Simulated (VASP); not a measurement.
# NdN2 (Fm-3m) in VASP: single point with PBEsol

Aim: the single point of NdN2 with PBEsol.

All numbers are computed with VASP 6.6.1; they aren't measurements. Logs are shortened: lines on timing, memory, paths and dates and some standing lists are left out, and cuts for length are marked.

### Step 1. The cell of the first run

It takes space group Fm-3m (No. 225, cubic). The conventional cell has a = 5.282 Å, b = 5.282 Å, c = 5.282 Å, α = 90.00°, β = 90.00°, γ = 90.00°. Within 3.0 Å of Nd (site symmetry m-3m) lie 8 N at 2.29 Å. Within 3.0 Å of N (site symmetry -43m) lie 4 Nd at 2.29 Å and 6 N at 2.64 Å.

### Step 2. Single point, PBEsol, collinear spin, ferromagnetic start

POSCAR

```
NdN2
1.0
    0.0000000000      2.6409021656      2.6409021656
    2.6409021656      0.0000000000      2.6409021656
    2.6409021656      2.6409021656      0.0000000000
Nd N
1 2
Direct
    0.0000000000      0.0000000000      0.0000000000
    0.2500000000      0.2500000000      0.2500000000
    0.7500000000      0.7500000000      0.7500000000
```

INCAR.step1

```
SYSTEM = NdN2
  PREC = Accurate
  ENCUT = 520
  EDIFF = 1E-6
  ISMEAR = 0
  SIGMA = 0.05
  LREAL = .False.
  LASPH = .True.
  NELM = 150
  ALGO = Normal
  ISIF = 2
  LWAVE = .False.
  LCHARG = .True.
  ISPIN = 2
  MAGMOM = 1.38 0 0
  LMAXMIX = 6
  GGA = PS
  NBANDS = 23
```

KPOINTS.step1

```
Automatic mesh
0
Gamma
  10 10 10
  0 0 0
```

INCAR.step2

```
SYSTEM = NdN2
  PREC = Accurate
  ENCUT = 520
  EDIFF = 1E-6
  ISMEAR = -5
  SIGMA = 0.05
  LREAL = .False.
  LASPH = .True.
  NELM = 150
  ALGO = Normal
  ISIF = 2
  LWAVE = .False.
  LCHARG = .False.
  ISPIN = 2
  MAGMOM = 1.38 0 0
  LORBIT = 11
  LMAXMIX = 6
  GGA = PS
  NEDOS = 1001
  ICHARG = 11
```

KPOINTS.step2

```
Automatic mesh
0
Gamma
  15 15 15
  0 0 0
```

Potentials or basis: VASP PAW PBE potentials, release 64 (Nd, N).

The run is started by

```console
$ cat potpaw_PBE.64/Nd/POTCAR potpaw_PBE.64/N/POTCAR > POTCAR
$ cp INCAR.step1 INCAR
$ cp KPOINTS.step1 KPOINTS
$ mpirun -np 1 vasp_std > vasp.out
$ cp INCAR.step2 INCAR
$ cp KPOINTS.step2 KPOINTS
$ mpirun -np 1 vasp_std > vasp.out
```

OUTCAR:

```text
SYSTEM = NdN2
   PREC = Accurate
   ENCUT = 520
   EDIFF = 1E-6
   ISMEAR = -5
   LREAL = .False.
   LASPH = .True.
   NELM = 150
   ISIF = 2
   ISPIN = 2
   LORBIT = 11
   GGA = PS
   ICHARG = 11

 ion  position               nearest neighbor table
   1  0.000  0.000  0.000-   3 2.29   3 2.29   3 2.29   2 2.29   3 2.29   2 2.29   2 2.29   2 2.29

   2  0.250  0.250  0.250-   1 2.29   1 2.29   1 2.29   1 2.29
   3  0.750  0.750  0.750-   1 2.29   1 2.29   1 2.29   1 2.29

  LATTYP: Found a face centered cubic cell.
 ALAT       =     5.2818043312

  Lattice vectors:

 A1 = (   0.0000000000,   2.6409021656,   2.6409021656)
 A2 = (   2.6409021656,   0.0000000000,   2.6409021656)
 A3 = (   2.6409021656,   2.6409021656,   0.0000000000)

Analysis of symmetry for initial positions (statically):
=====================================================================
 Subroutine PRICEL returns:
 Original cell was already a primitive cell.

 Routine SETGRP: Setting up the symmetry group for a
 face centered cubic supercell.

 Subroutine GETGRP returns: Found 48 space group operations
 (whereof 48 operations were pure point group operations)
 out of a pool of 48 trial point group operations.

The static configuration has the point symmetry O_h .

Analysis of symmetry for dynamics (positions and initial velocities):
=====================================================================
 Subroutine PRICEL returns:
 Original cell was already a primitive cell.

 Routine SETGRP: Setting up the symmetry group for a
 face centered cubic supercell.

 Subroutine GETGRP returns: Found 48 space group operations
 (whereof 48 operations were pure point group operations)
 out of a pool of 48 trial point group operations.

The dynamic configuration has the point symmetry O_h .

Analysis of structural, dynamic, and magnetic symmetry:
=====================================================================
 Subroutine PRICEL returns:
 Original cell was already a primitive cell.

 Routine SETGRP: Setting up the symmetry group for a
 face centered cubic supercell.

 Subroutine GETGRP returns: Found 48 space group operations
 (whereof 48 operations were pure point group operations)
 out of a pool of 48 trial point group operations.

The overall configuration has the point symmetry O_h .

 Subroutine INISYM returns: Found 48 space group operations
 (whereof 48 operations are pure point group operations),
 and found     1 'primitive' translations

----------------------------------------------------------------------------------------

                                     Primitive cell

  volume of cell :      36.8372

  direct lattice vectors                    reciprocal lattice vectors
     0.000000000  2.640902166  2.640902166    -0.189329240  0.189329240  0.189329240
     2.640902166  0.000000000  2.640902166     0.189329240 -0.189329240  0.189329240
     2.640902166  2.640902166  0.000000000     0.189329240  0.189329240 -0.189329240

  length of vectors
     3.734799659  3.734799659  3.734799659     0.327927863  0.327927863  0.327927863

  position of ions in fractional coordinates (direct lattice)
     0.000000000  0.000000000  0.000000000
     0.250000000  0.250000000  0.250000000
     0.750000000  0.750000000  0.750000000

  ion indices of the primitive-cell ions
   primitive index   ion index
                 1           1
                 2           2
                 3           3

----------------------------------------------------------------------------------------

 KPOINTS: Automatic mesh

Automatic generation of k-mesh.
 Grid dimensions read from file:
 generate k-points for:   15   15   15

 Generating k-lattice:

  Cartesian coordinates                     Fractional coordinates (reciprocal lattice)
    -0.012621949  0.012621949  0.012621949     0.066666667  0.000000000  0.000000000
     0.012621949 -0.012621949  0.012621949     0.000000000  0.066666667  0.000000000
     0.012621949  0.012621949 -0.012621949     0.000000000  0.000000000  0.066666667

  Length of vectors
     0.021861858  0.021861858  0.021861858

  Shift w.r.t. Gamma in fractional coordinates (k-lattice)
     0.000000000  0.000000000  0.000000000

 TETIRR: Found    484 inequivalent tetrahedra from    20250

 Subroutine IBZKPT returns following result:
 ===========================================

 Found    120 irreducible k-points:

 Following reciprocal coordinates:
            Coordinates               Weight
  0.000000  0.000000  0.000000      1.000000
  0.066667  0.000000  0.000000      8.000000
  0.133333  0.000000  0.000000      8.000000
  0.200000  0.000000  0.000000      8.000000
  0.266667  0.000000  0.000000      8.000000
  0.333333  0.000000  0.000000      8.000000
[... 16 lines left out ...]
  0.133333  0.133333  0.000000      6.000000
  0.200000  0.133333  0.000000     24.000000
 [... further k-points ...]
   k-points           NKPTS =    120   k-points in BZ     NKDIM =    120   number of bands    NBANDS=     17
   number of dos      NEDOS =   1001   number of ions     NIONS =      3
   total plane-waves  NPLWV =  21952
   dimension x,y,z NGX =    28 NGY =   28 NGZ =   28
   dimension x,y,z NGXF=    56 NGYF=   56 NGZF=   56
   ions per type =               1   2
   NGX,Y,Z   is equivalent  to a cutoff of  12.46, 12.46, 12.46 a.u.
   NGXF,Y,Z  is equivalent  to a cutoff of  24.93, 24.93, 24.93 a.u.
 SYSTEM =  NdN2
   PREC   = accura    normal or accurate (medium, high low for compatibility)
   ISTART =      0    job   : 0-new  1-cont  2-samecut
   ICHARG =     11    charge: 1-file 2-atom 10-const
   ISPIN  =      2    spin polarized calculation?
   LNONCOLLINEAR =      F non collinear calculations
   LSORBIT =      F    spin-orbit coupling
   LASPH  =      T    aspherical Exc in radial PAW
   ENCUT  =  520.0 eV  38.22 Ry    6.18 a.u.   6.94  6.94  6.94*2*pi/ulx,y,z
   NELM   =    150;   NELMIN=  2; NELMDL=  0     # of ELM steps
   EDIFF  = 0.1E-05   stopping-criterion for ELM
   LREAL  =      F    real-space projection
   EDIFFG = 0.1E-04   stopping-criterion for IOM
   NSW    =      0    number of steps for IOM
   IBRION =     -1    ionic relax: 0-MD 1-quasi-New 2-CG
   NFREE  =      0    steps in history (QN), initial steepest desc. (CG)
   ISIF   =      2    stress and relaxation
   ISYM   =      2    0-nonsym 1-usesym 2-fastsym
   POTIM  = 0.5000    time-step for ionic-motion
   TEBEG  =    0.0;   TEEND  =   0.0 temperature during run
   PSTRESS=    0.0 pullay stress
   NELECT =      24.0000    total number of electrons
   NUPDOWN=      -1.0000    fix difference up-down
   EMIN   =  10.00;   EMAX   =-10.00  energy-range for DOS
   EFERMI =   0.00;   METHOD = LEGACY
   ISMEAR =    -5;   SIGMA  =   0.05  broadening in eV -4-tet -1-fermi 0-gaus
   EFERMI_NEDOS =   21; number of points for ismear=-14 and -15
   IALGO  =     38    algorithm
   IMIX   =      4    mixing-type and parameters
     AMIX     =   0.40;   BMIX     =  1.00
     AMIX_MAG =   1.60;   BMIX_MAG =  1.00
  volume/ion in A,a.u.               =      12.28        82.86
  Fermi-wavevector in a.u.,A,eV,Ry     =   1.419220  2.681936 27.404641  2.014184
  Thomas-Fermi vector in A             =   2.540263
   LORBIT       =     11    0 simple, 1 ext, 2 COOP (PROOUT), +10 PAW based schemes
   GGA     = PS    functional components
   LHFCALC =     F    Hartree Fock is set to
   AEXX    =    0.0000 exact exchange contribution
   IVDW    =     0    specifies the selected vdW correction
   LEPSILON=     F    determine dielectric tensor
   LRPA    =     F    only Hartree local field effects (RPA)
 spin polarized calculation
 Fermi weights with tetrahedron method with Bloechl corrections
  energy-cutoff  :      520.00
  volume of cell :       36.84
 maximum number of plane-waves:      1018

 number of electron      23.9999998 magnetization      -0.4605351

 Free energy of the ion-electron system (eV)
  ---------------------------------------------------
  ext. energy  EPLUGINS =         0.00000000
  ---------------------------------------------------
  free energy    TOTEN  =       -24.80509150 eV

  energy without entropy =      -24.80509150  energy(sigma->0) =      -24.80509150

 E-fermi :   5.0614     XC(G=0): -12.1322

 val. band max:        5.0733395562   @ k =  -0.4667   0.3333   0.1333
 cond. band min:       5.0528651485   @ k =  -0.4000   0.4000   0.0000
 fundamental gap:     -0.0204744077
 Fermi energy:         5.0614138681

 spin component 1

 k-point     1 :       0.0000    0.0000    0.0000
  band No.  band energies     occupation
      1     -30.2134      1.00000
      2     -11.0326      1.00000
      3     -11.0326      1.00000
      4     -11.0326      1.00000
      5      -8.9302      1.00000
      6      -6.5633      1.00000
[... 9 lines left out ...]
     16       6.6935      0.00000
     17       7.6327      0.00000

 k-point     2 :       0.0667    0.0000    0.0000
  band No.  band energies     occupation
      1     -30.2056      1.00000
      2     -11.2755      1.00000
      3     -11.0450      1.00000
      4     -11.0450      1.00000
      5      -8.6726      1.00000
      6      -6.6289      1.00000
[... 9 lines left out ...]
     16       6.7024      0.00000
     17       7.5625      0.00000
[... 421 lines left out ...]
 k-point    24 :       0.2000    0.1333    0.0000
  band No.  band energies     occupation
      1     -30.1487      1.00000
      2     -12.2538      1.00000
      3     -11.2235      1.00000
      4     -11.2144      1.00000
      5      -7.4234      1.00000
      6      -7.0151      1.00000
[... 9 lines left out ...]
     16       6.7868      0.00000
     17       6.8841      0.00000

 [... further k-points ...]

 spin component 2

 k-point     1 :       0.0000    0.0000    0.0000
  band No.  band energies     occupation
      1     -30.8046      1.00000
      2     -11.4616      1.00000
      3     -11.4616      1.00000
      4     -11.4616      1.00000
      5      -8.3966      1.00000
      6      -5.8549      1.00000
[... 9 lines left out ...]
     16       5.6262      0.00000
     17       7.3921      0.00000

 k-point     2 :       0.0667    0.0000    0.0000
  band No.  band energies     occupation
      1     -30.7975      1.00000
      2     -11.6376      1.00000
      3     -11.4728      1.00000
      4     -11.4728      1.00000
      5      -8.2004      1.00000
      6      -5.9257      1.00000
[... 9 lines left out ...]
     16       5.6420      0.00000
     17       7.2777      0.00000
[... 421 lines left out ...]
 k-point    24 :       0.2000    0.1333    0.0000
  band No.  band energies     occupation
      1     -30.7461      1.00000
      2     -12.4495      1.00000
      3     -11.6291      1.00000
      4     -11.6254      1.00000
      5      -7.0863      1.00000
      6      -6.3540      1.00000
[... 9 lines left out ...]
     16       5.7985      0.00000
     17       6.0456      0.00000

 [... further k-points ...]

------------------------ aborting loop because EDIFF is reached ----------------------------------------

  FORCE on cell =-STRESS in cart. coord.  units (eV):
  Direction    XX          YY          ZZ          XY          YZ          ZX
  --------------------------------------------------------------------------------------
  -------------------------------------------------------------------------------------
  Total       -0.1453026     -0.1453026     -0.1453026      0.0000000      0.0000000     -0.0000000
  in kB       -6.3197077     -6.3197077     -6.3197077      0.0000000      0.0000000     -0.0000000
  external PRESSURE =      -6.3197077 kB  Pullay stress =       0.0000000 kB

 VOLUME and BASIS-vectors are now :
 -----------------------------------------------------------------------------
  energy-cutoff  :      520.00
  volume of cell :       36.84
      direct lattice vectors                 reciprocal lattice vectors
     0.000000000  2.640902166  2.640902166    -0.189329240  0.189329240  0.189329240
     2.640902166  0.000000000  2.640902166     0.189329240 -0.189329240  0.189329240
     2.640902166  2.640902166  0.000000000     0.189329240  0.189329240 -0.189329240

 POSITION                                       TOTAL-FORCE (eV/Angst)
 -----------------------------------------------------------------------------------
      0.00000      0.00000      0.00000        -0.000000      0.000000     -0.000000
      1.32045      1.32045      1.32045        -0.000000     -0.000000     -0.000000
      3.96135      3.96135      3.96135         0.000000      0.000000      0.000000
 -----------------------------------------------------------------------------------
    total drift:                                0.000000     -0.000000      0.000000

  FREE ENERGIE OF THE ION-ELECTRON SYSTEM (eV)
  ---------------------------------------------------
  free  energy   TOTEN  =       -24.8050915005 eV

  energy  without entropy=      -24.8050915005  energy(sigma->0) =      -24.80509150

 total charge

# of ion       s       p       d       f       tot
--------------------------------------------------
    1        1.980   5.303   0.837   2.932  11.052
    2        1.311   2.279   0.000   0.000   3.590
    3        1.311   2.279   0.000   0.000   3.590
--------------------------------------------------
tot          4.603   9.860   0.837   2.932  18.232

 magnetization (x)

# of ion       s       p       d       f       tot
--------------------------------------------------
    1        0.007   0.078   0.002  -1.373  -1.287
    2        0.014   0.337   0.000   0.000   0.351
    3        0.014   0.337   0.000   0.000   0.351
--------------------------------------------------
tot          0.034   0.752   0.002  -1.373  -0.585
```

Run time: 9.4 min. Hardware: 1 thread of Intel Xeon 8259CL, shared host; peak memory 0.27 GiB.

Results:

```yaml
Net_moment: -0.46 μB per cell
Site_moments: Nd -1.29; N +0.35 μB
Valence_electrons_inside_the_program's_atomic_spheres: Nd 11.05; N 3.59
```

Caveat: the magnetic or orbital state may not be the lowest; the PAW data sets were made with another functional, which shifts forces and pressure a little; spin-orbit coupling is left out, which moves the levels of the heavy elements; semilocal functionals describe open f shells poorly, which spoils levels, moments and volumes; tetrahedron occupations give inexact forces and stress in metals. The state reached can hang on the start; a lower one may exist.
